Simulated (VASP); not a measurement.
# CuSi16 (a cell with a defect) in VASP: relaxation of the atoms with PBE

Aim: the relaxation of the atoms of CuSi16 (a cell with a defect) with PBE.

All numbers are computed with VASP 6.6.1; they aren't measurements. Logs are shortened: lines on timing, memory, paths and dates and some standing lists are left out, and cuts for length are marked.

## (1) The cell of the first run

The cell holds a defect, 17 atoms: a = 7.679 Å, b = 7.679 Å, c = 7.679 Å, α = 60.00°, β = 60.00°, γ = 60.00°.

## (2) Relaxation of the atoms, PBE

INCAR reads:

```
PREC     = Accurate       # precision mode
ENCUT    = 520            # plane-wave cutoff, eV
EDIFF    = 1E-6           # SCF threshold, eV
ISMEAR   = 0              # smearing method
SIGMA    = 0.05           # smearing width, eV
LREAL    = Auto         
LASPH    = True           # aspherical terms in the spheres
NELM     = 60             # most SCF steps
ALGO     = Normal         # electronic algorithm
ISIF     = 2              # what is computed and relaxed
LWAVE    = False          # write WAVECAR
LCHARG   = False          # write CHGCAR
GGA      = PE             # functional
IBRION   = 2              # ionic algorithm
NSW      = 80             # ionic steps
EDIFFG   = -0.03          # ionic threshold
NELECT   = 74.0
```

KPOINTS reads:

```
regular mesh
0
Gamma
  2 2 2
```

POSCAR reads:

```
CuSi16
1.0
    0.0000000000      5.4300000000      5.4300000000
    5.4300000000      0.0000000000      5.4300000000
    5.4300000000      5.4300000000      0.0000000000
Si Cu
16 1
Direct
    0.0000000000      0.0000000000      0.0000000000
    0.1250000000      0.1250000000      0.1250000000
    0.0000000000      0.0000000000      0.5000000000
    0.1250000000      0.1250000000      0.6250000000
    0.0000000000      0.5000000000      0.0000000000
    0.1250000000      0.6250000000      0.1250000000
    0.0000000000      0.5000000000      0.5000000000
    0.1250000000      0.6250000000      0.6250000000
    0.5000000000      0.0000000000      0.0000000000
    0.6250000000      0.1250000000      0.1250000000
    0.5000000000      0.0000000000      0.5000000000
    0.6250000000      0.1250000000      0.6250000000
    0.5000000000      0.5000000000      0.0000000000
    0.6250000000      0.6250000000      0.1250000000
    0.5000000000      0.5000000000      0.5000000000
    0.6250000000      0.6250000000      0.6250000000
    0.8767824000      0.8802087000      0.3699728000
```

Potentials or basis: VASP PAW PBE potentials, release 64 (Si, Cu).

Command:

```sh
> cat potpaw_PBE.64/Si/POTCAR potpaw_PBE.64/Cu/POTCAR > POTCAR
> mpirun -np 1 vasp_std > vasp.out
```

OUTCAR:

```text
PREC = Accurate
   ENCUT = 520
   EDIFF = 1E-6
   ISMEAR = 0
   LREAL = Auto
   LASPH = True
   NELM = 60
   ISIF = 2
   GGA = PE
   IBRION = 2
   NSW = 80
   EDIFFG = -0.03
   NELECT = 74.0

 ion  position               nearest neighbor table
   1  0.000  0.000  0.000-  17 2.32   4 2.35   6 2.35  10 2.35   2 2.35
   2  0.125  0.125  0.125-   1 2.35   3 2.35   5 2.35   9 2.35  17 2.68
   3  0.000  0.000  0.500-  17 2.34   4 2.35   8 2.35  12 2.35   2 2.35
   4  0.125  0.125  0.625-   1 2.35   3 2.35   7 2.35  11 2.35
   5  0.000  0.500  0.000-   2 2.35   6 2.35   8 2.35  14 2.35
   6  0.125  0.625  0.125-   1 2.35   5 2.35   7 2.35  13 2.35  17 2.72
   7  0.000  0.500  0.500-   4 2.35   6 2.35   8 2.35  16 2.35  17 2.38
   8  0.125  0.625  0.625-   3 2.35   5 2.35   7 2.35  15 2.35  17 2.73
   9  0.500  0.000  0.000-   2 2.35  10 2.35  12 2.35  14 2.35
  10  0.625  0.125  0.125-   1 2.35   9 2.35  11 2.35  13 2.35  17 2.70
  11  0.500  0.000  0.500-   4 2.35  10 2.35  12 2.35  16 2.35  17 2.36
  12  0.625  0.125  0.625-   3 2.35   9 2.35  11 2.35  15 2.35  17 2.71
  13  0.500  0.500  0.000-   6 2.35  10 2.35  14 2.35  16 2.35
  14  0.625  0.625  0.125-   5 2.35   9 2.35  13 2.35  15 2.35
  15  0.500  0.500  0.500-   8 2.35  12 2.35  14 2.35  16 2.35
  16  0.625  0.625  0.625-   7 2.35  11 2.35  13 2.35  15 2.35  17 2.75
  17  0.877  0.880  0.370-   1 2.32   3 2.34  11 2.36   7 2.38   2 2.68  10 2.70  12 2.71   6 2.72
                             8 2.73  16 2.75

  LATTYP: Found a face centered cubic cell.
 ALAT       =    10.8600000000

  Lattice vectors:

 A1 = (   0.0000000000,   5.4300000000,   5.4300000000)
 A2 = (   5.4300000000,   0.0000000000,   5.4300000000)
 A3 = (   5.4300000000,   5.4300000000,   0.0000000000)

Analysis of symmetry for initial positions (statically):
=====================================================================
 Subroutine PRICEL returns:
 Original cell was already a primitive cell.

 Routine SETGRP: Setting up the symmetry group for a
 face centered cubic supercell.

 Subroutine GETGRP returns: Found  1 space group operations
 (whereof  1 operations were pure point group operations)
 out of a pool of 48 trial point group operations.

The static configuration has the point symmetry C_1 .

Analysis of symmetry for dynamics (positions and initial velocities):
=====================================================================
 Subroutine PRICEL returns:
 Original cell was already a primitive cell.

 Routine SETGRP: Setting up the symmetry group for a
 face centered cubic supercell.

 Subroutine GETGRP returns: Found  1 space group operations
 (whereof  1 operations were pure point group operations)
 out of a pool of 48 trial point group operations.

The dynamic configuration has the point symmetry C_1 .

 Subroutine INISYM returns: Found  1 space group operations
 (whereof  1 operations are pure point group operations),
 and found     1 'primitive' translations

----------------------------------------------------------------------------------------

                                     Primitive cell

  volume of cell :     320.2060

  direct lattice vectors                    reciprocal lattice vectors
     0.000000000  5.430000000  5.430000000    -0.092081031  0.092081031  0.092081031
     5.430000000  0.000000000  5.430000000     0.092081031 -0.092081031  0.092081031
     5.430000000  5.430000000  0.000000000     0.092081031  0.092081031 -0.092081031

  length of vectors
     7.679179644  7.679179644  7.679179644     0.159489025  0.159489025  0.159489025

  position of ions in fractional coordinates (direct lattice)
     0.000000000  0.000000000  0.000000000
     0.125000000  0.125000000  0.125000000
     0.000000000  0.000000000  0.500000000
     0.125000000  0.125000000  0.625000000
     0.000000000  0.500000000  0.000000000
     0.125000000  0.625000000  0.125000000
[... 9 lines left out ...]
     0.625000000  0.625000000  0.625000000
     0.876782400  0.880208700  0.369972800

  ion indices of the primitive-cell ions
   primitive index   ion index
                 1           1
                 2           2
                 3           3
                 4           4
                 5           5
                 6           6
[... 9 lines left out ...]
                16          16
                17          17

----------------------------------------------------------------------------------------

 KPOINTS: regular mesh

Automatic generation of k-mesh.
 Grid dimensions read from file:
 generate k-points for:    2    2    2

 Generating k-lattice:

  Cartesian coordinates                     Fractional coordinates (reciprocal lattice)
    -0.046040516  0.046040516  0.046040516     0.500000000  0.000000000  0.000000000
     0.046040516 -0.046040516  0.046040516     0.000000000  0.500000000  0.000000000
     0.046040516  0.046040516 -0.046040516     0.000000000  0.000000000  0.500000000

  Length of vectors
     0.079744512  0.079744512  0.079744512

  Shift w.r.t. Gamma in fractional coordinates (k-lattice)
     0.000000000  0.000000000  0.000000000

 Subroutine IBZKPT returns following result:
 ===========================================

 Found      8 irreducible k-points:

 Following reciprocal coordinates:
            Coordinates               Weight
  0.000000  0.000000  0.000000      1.000000
  0.500000  0.000000  0.000000      1.000000
  0.000000  0.500000  0.000000      1.000000
  0.000000  0.000000  0.500000      1.000000
  0.500000  0.500000  0.500000      1.000000
  0.500000  0.500000  0.000000      1.000000
  0.000000  0.500000  0.500000      1.000000
  0.500000  0.000000  0.500000      1.000000
   k-points           NKPTS =      8   k-points in BZ     NKDIM =      8   number of bands    NBANDS=     46
   number of dos      NEDOS =    301   number of ions     NIONS =     17
   total plane-waves  NPLWV = 216000
   dimension x,y,z NGX =    60 NGY =   60 NGZ =   60
   dimension x,y,z NGXF=   120 NGYF=  120 NGZF=  120
   ions per type =              16   1
   NGX,Y,Z   is equivalent  to a cutoff of  12.99, 12.99, 12.99 a.u.
   NGXF,Y,Z  is equivalent  to a cutoff of  25.98, 25.98, 25.98 a.u.
 SYSTEM =  unknown system
   PREC   = accura    normal or accurate (medium, high low for compatibility)
   ISTART =      0    job   : 0-new  1-cont  2-samecut
   ICHARG =      2    charge: 1-file 2-atom 10-const
   ISPIN  =      1    spin polarized calculation?
   LNONCOLLINEAR =      F non collinear calculations
   LSORBIT =      F    spin-orbit coupling
   LASPH  =      T    aspherical Exc in radial PAW
   ENCUT  =  520.0 eV  38.22 Ry    6.18 a.u.  14.28 14.28 14.28*2*pi/ulx,y,z
   NELM   =     60;   NELMIN=  2; NELMDL= -5     # of ELM steps
   EDIFF  = 0.1E-05   stopping-criterion for ELM
   LREAL  =      T    real-space projection
   EDIFFG = -.3E-01   stopping-criterion for IOM
   NSW    =     80    number of steps for IOM
   IBRION =      2    ionic relax: 0-MD 1-quasi-New 2-CG
   NFREE  =      1    steps in history (QN), initial steepest desc. (CG)
   ISIF   =      2    stress and relaxation
   ISYM   =      2    0-nonsym 1-usesym 2-fastsym
   POTIM  = 0.5000    time-step for ionic-motion
   TEBEG  =    0.0;   TEEND  =   0.0 temperature during run
   PSTRESS=    0.0 pullay stress
   NELECT =      74.0000    total number of electrons
   NUPDOWN=      -1.0000    fix difference up-down
   EMIN   =  10.00;   EMAX   =-10.00  energy-range for DOS
   EFERMI =   0.00;   METHOD = LEGACY
   ISMEAR =     0;   SIGMA  =   0.05  broadening in eV -4-tet -1-fermi 0-gaus
   EFERMI_NEDOS =   21; number of points for ismear=-14 and -15
   IALGO  =     38    algorithm
   IMIX   =      4    mixing-type and parameters
     AMIX     =   0.40;   BMIX     =  1.00
     AMIX_MAG =   1.60;   BMIX_MAG =  1.00
  volume/ion in A,a.u.               =      18.84       127.11
  Fermi-wavevector in a.u.,A,eV,Ry     =   1.004636  1.898488 13.732283  1.009294
  Thomas-Fermi vector in A             =   2.137265
   LORBIT       =      0    0 simple, 1 ext, 2 COOP (PROOUT), +10 PAW based schemes
   GGA     = PE    functional components
   LHFCALC =     F    Hartree Fock is set to
   AEXX    =    0.0000 exact exchange contribution
   IVDW    =     0    specifies the selected vdW correction
   LEPSILON=     F    determine dielectric tensor
   LRPA    =     F    only Hartree local field effects (RPA)
 conjugate gradient relaxation of ions
 non-spin polarized calculation
 Gauss-broadening in eV      SIGMA  =   0.05
  energy-cutoff  :      520.00
  volume of cell :      320.21
 maximum number of plane-waves:      8646
 NGX is ok and might be reduce to    60
   NGX = 29   NGY = 29   NGZ = 29

--------------------------------------- Ionic step        1  -------------------------------------------

 number of electron      74.0000002 magnetization

 Free energy of the ion-electron system (eV)
  ---------------------------------------------------
  ext. energy  EPLUGINS =         0.00000000
  ---------------------------------------------------
  free energy    TOTEN  =       -94.08523095 eV

  energy without entropy =      -94.07571195  energy(sigma->0) =      -94.08047145

------------------------ aborting loop because EDIFF is reached ----------------------------------------

  FORCE on cell =-STRESS in cart. coord.  units (eV):
  Direction    XX          YY          ZZ          XY          YZ          ZX
  --------------------------------------------------------------------------------------
  -------------------------------------------------------------------------------------
  Total       -0.7303222     -0.7305393     -0.7314828      0.2867260     -0.0038690     -0.1326612
  in kB       -3.6542276     -3.6553139     -3.6600349      1.4346575     -0.0193587     -0.6637815
  external PRESSURE =      -3.6565255 kB  Pullay stress =       0.0000000 kB
[... 134 lines left out ...]
  FREE ENERGIE OF THE ION-ELECTRON SYSTEM (eV)
  ---------------------------------------------------
  free  energy   TOTEN  =       -94.1864573074 eV

  energy  without entropy=      -94.1770803558  energy(sigma->0) =      -94.18176883

[... ionic steps 4 to 42 ...]

--------------------------------------- Ionic step       43  -------------------------------------------

 number of electron      74.0000000 magnetization

------------------------ aborting loop because EDIFF is reached ----------------------------------------

  FORCE on cell =-STRESS in cart. coord.  units (eV):
  Direction    XX          YY          ZZ          XY          YZ          ZX
  --------------------------------------------------------------------------------------
  -------------------------------------------------------------------------------------
  Total       -2.0198971     -1.6995297     -1.6331421      0.2482902      0.0990320     -0.1120637
  in kB      -10.1067226     -8.5037375     -8.1715618      1.2423405      0.4955147     -0.5607202
  external PRESSURE =      -8.9273406 kB  Pullay stress =       0.0000000 kB
[... 87 lines left out ...]
  energy  without entropy=      -94.2184511956  energy(sigma->0) =      -94.21845164

--------------------------------------- Ionic step       45  -------------------------------------------

 number of electron      74.0000001 magnetization

 Free energy of the ion-electron system (eV)
  ---------------------------------------------------
  ext. energy  EPLUGINS =         0.00000000
  ---------------------------------------------------
  free energy    TOTEN  =       -94.21874743 eV

  energy without entropy =      -94.21874689  energy(sigma->0) =      -94.21874716

 E-fermi :   6.3761     XC(G=0):  -9.6078

 val. band max:        6.2222517235   @ k =   0.0000   0.0000   0.0000
 cond. band min:       6.5299652842   @ k =   0.0000   0.0000   0.0000
 fundamental gap:      0.3077135608
 Fermi energy:         6.3761266180

 k-point     1 :       0.0000    0.0000    0.0000
  band No.  band energies     occupation
      1      -5.8953      2.00000
      2      -3.5455      2.00000
      3      -3.5078      2.00000
      4      -3.4766      2.00000
      5      -3.4705      2.00000
      6      -2.0451      2.00000
[... 425 lines left out ...]
  FREE ENERGIE OF THE ION-ELECTRON SYSTEM (eV)
  ---------------------------------------------------
  free  energy   TOTEN  =       -94.2187474325 eV

  energy  without entropy=      -94.2187468863  energy(sigma->0) =      -94.21874716

 reached required accuracy - stopping structural energy minimisation
```

Run time: 2.2 h. Hardware: 1 thread of Oxide Virtual Turin-like, shared host; peak memory 0.53 GiB.

Results:

* Free energy: -94.2187 eV
* Energy gained by relaxing: 7.9 meV/atom
* Ionic steps: 45
* Largest force after relaxing: 0.020 eV/Å

Forces in eV/Å, atoms in the order of the input:
```
Si  -0.013 -0.014  0.001
Si  -0.005 -0.011 -0.012
Si  -0.006 -0.003 -0.012
Si  -0.016 -0.003 -0.004
Si  -0.001  0.006  0.008
Si   0.013  0.011 -0.002
Si  -0.008  0.009 -0.006
Si  -0.003  0.010 -0.003
Si   0.002  0.001 -0.003
Si   0.005 -0.002  0.012
Si  -0.004 -0.002  0.008
Si   0.015 -0.005 -0.001
Si   0.005 -0.005  0.009
Si  -0.008 -0.009  0.011
Si   0.006  0.003  0.005
Si   0.002  0.005 -0.004
Cu   0.015  0.011 -0.007
```

The path:
| step | energy change (eV) | largest force (eV/Å) | pressure (GPa) |
| --- | --- | --- | --- |
| 1 | 0.0000 | 0.9927 | -0.37 |
| 3 | -0.1012 | 0.1101 | -0.73 |
| 5 | -0.1036 | 0.0500 | -0.73 |
| 7 | -0.1040 | 0.0507 | -0.76 |
| 9 | -0.1044 | 0.0323 | -0.74 |
| 11 | -0.1047 | 0.0473 | -0.75 |
| 13 | -0.1048 | 0.0517 | -0.73 |
| 15 | -0.1056 | 0.0742 | -0.75 |
| 17 | -0.1068 | 0.1316 | -0.76 |
| 19 | -0.1072 | 0.1189 | -0.74 |
| 21 | -0.1087 | 0.1281 | -0.78 |
| 23 | -0.1095 | 0.1721 | -0.83 |
| 25 | -0.1126 | 0.1272 | -0.83 |
| 27 | -0.1165 | 0.1135 | -0.87 |
| 29 | -0.1208 | 0.0998 | -0.88 |
| 31 | -0.1260 | 0.1184 | -0.82 |
| 33 | -0.1284 | 0.0683 | -0.85 |
| 35 | -0.1298 | 0.0691 | -0.85 |
| 37 | -0.1312 | 0.0655 | -0.88 |
| 39 | -0.1318 | 0.0522 | -0.89 |
| 41 | -0.1325 | 0.0759 | -0.91 |
| 43 | -0.1330 | 0.0343 | -0.89 |
| 45 | -0.1335 | 0.0197 | -0.90 |

Final structure:
```yaml
crystal:
  lattice:
    - [0.00000, 5.43000, 5.43000]
    - [5.43000, 0.00000, 5.43000]
    - [5.43000, 5.43000, 0.00000]
  atoms:
    - { symbol: Si, position: [0.01254, 0.01184, 0.96502] }
    - { symbol: Si, position: [0.12835, 0.12396, 0.11802] }
    - { symbol: Si, position: [0.99947, 0.99642, 0.50640] }
    - { symbol: Si, position: [0.13329, 0.14331, 0.59389] }
    - { symbol: Si, position: [0.99359, 0.49621, 0.01248] }
    - { symbol: Si, position: [0.12361, 0.63368, 0.11756] }
    - { symbol: Si, position: [0.99150, 0.51231, 0.50317] }
    - { symbol: Si, position: [0.12389, 0.62090, 0.63788] }
    - { symbol: Si, position: [0.50044, 0.98692, 0.01280] }
    - { symbol: Si, position: [0.63204, 0.12160, 0.11870] }
    - { symbol: Si, position: [0.50142, 0.99345, 0.50694] }
    - { symbol: Si, position: [0.62245, 0.11835, 0.63818] }
    - { symbol: Si, position: [0.49618, 0.49396, 0.01326] }
    - { symbol: Si, position: [0.62161, 0.61514, 0.13880] }
    - { symbol: Si, position: [0.49683, 0.49147, 0.51222] }
    - { symbol: Si, position: [0.61640, 0.61840, 0.63861] }
    - { symbol: Cu, position: [0.88317, 0.90228, 0.33604] }
```

Levels at points of the mesh, in eV from the Fermi level:
| k point | band 35 | band 36 | band 37 | band 38 | band 39 | band 40 |
| --- | --- | --- | --- | --- | --- | --- |
| (0.00, 0.00, 0.00) | -0.63 | -0.19 | -0.15 | 0.15 | 0.60 | 0.61 |
| (0.50, 0.00, 0.00) | -0.83 | -0.77 | -0.67 | 0.58 | 1.11 | 1.30 |
| (0.00, 0.50, 0.00) | -0.84 | -0.73 | -0.61 | 0.57 | 1.07 | 1.30 |
| (0.00, 0.00, 0.50) | -0.90 | -0.73 | -0.72 | 0.44 | 1.25 | 1.35 |
| (0.50, 0.50, 0.50) | -0.84 | -0.76 | -0.69 | 0.59 | 1.12 | 1.31 |
| (0.50, 0.50, 0.00) | -1.42 | -1.41 | -0.94 | 0.67 | 1.07 | 2.03 |
| (0.00, 0.50, 0.50) | -1.45 | -1.40 | -0.97 | 0.68 | 1.06 | 2.04 |
| (0.50, 0.00, 0.50) | -1.42 | -1.41 | -0.95 | 0.67 | 1.07 | 2.03 |

Caveat: the k points lie up to 0.50 Å⁻¹ apart; the cell carries a net charge on a neutralising background, which shifts energy and pressure; the cell is charged against a uniform background, so pressure and absolute levels hang on convention.
